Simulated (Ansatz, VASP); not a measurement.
## SiGe3Ru2: VASP beside Ansatz

```xyz
6
Lattice="5.4787 0.0000 0.0000 -2.7393 4.7447 0.0000 0.0000 0.0000 3.9517" Properties=species:S:1:pos:R:3 pbc="T T T"
Si    0.0000    0.0000    0.0000
Ge    2.7393    0.0000    1.9759
Ge    1.3697    2.3723    1.9759
Ge   -1.3697    2.3723    1.9759
Ru    0.0000    3.1631    0.0000
Ru    2.7393    1.5816    0.0000
```

Change from the starting cell: species swapped into the ErB2Ru3 type (P6/mmm, No. 191).

Alike in both runs: functional PBE; k mesh 12 × 12 × 10; occupations gaussian, width 0.1 eV; no spin polarisation.

Ansatz relaxed the structure, and its values are those at the end. VASP's run is a single point on that final structure, the one shown.

```csv
,VASP,Ansatz
version,VASP 6.6.1,Ansatz 0.2.0
potentials or method,"VASP PAW PBE potentials, release 64 (Si, Ge_d, Ru_pv), cutoff 520 eV","scalar-relativistic, plane waves, PAW"
valence electrons in the cell,74,78
```

Ansatz gave:

```
gap on the k mesh at the Fermi level (eV) : none
pressure (GPa)                            : 0.0
```

Question: Estimate VASP's values.

Answer: gap on the k mesh at the Fermi level (eV): none; pressure (GPa): 0.1.

A gap of «none» marks a metal or a gap that the smearing closes. VASP's potentials hold 74 valence electrons a cell and Ansatz's 78, so a difference there can come from the potentials and not from the codes.
